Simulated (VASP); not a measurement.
# Li: single point with r2SCAN

The system is Li.

```xyz
1
Lattice="-1.4328 1.4328 1.4328 1.4328 -1.4328 1.4328 1.4328 1.4328 -1.4328" Properties=species:S:1:pos:R:3 pbc="T T T"
Li    0.0000    0.0000    0.0000
```

- Program: VASP 6.6.1
- Task: single point
- Functional: r2SCAN
- Potentials or basis: VASP PAW PBE potentials, release 64 (Li_sv)
- Cutoff: 520 eV
- k mesh: 11 × 11 × 11
- Occupations: methfessel-paxton, width 0.1 eV
- Spin: no spin polarisation
- Dipole correction: no
- Further INCAR settings: ALGO = Normal; EDIFF = 1e-07; NBANDS = 8

```json
{
  "Band gap on the k mesh": "zero (an odd number of electrons rules out a gap without spin polarisation)"
}
```

Levels at points of the mesh, in eV from the Fermi level:
```tsv
k point	band 1	band 2	band 3	band 4	band 5	band 6
(0.00, 0.00, 0.00)	-47.48	-4.45	23.73	23.73	23.73	28.93
```

Wall time 13 s on 1 thread of Intel(R) Xeon(R) 6975P-C (Granite Rapids) (shared host), peak memory 0.11 GiB.
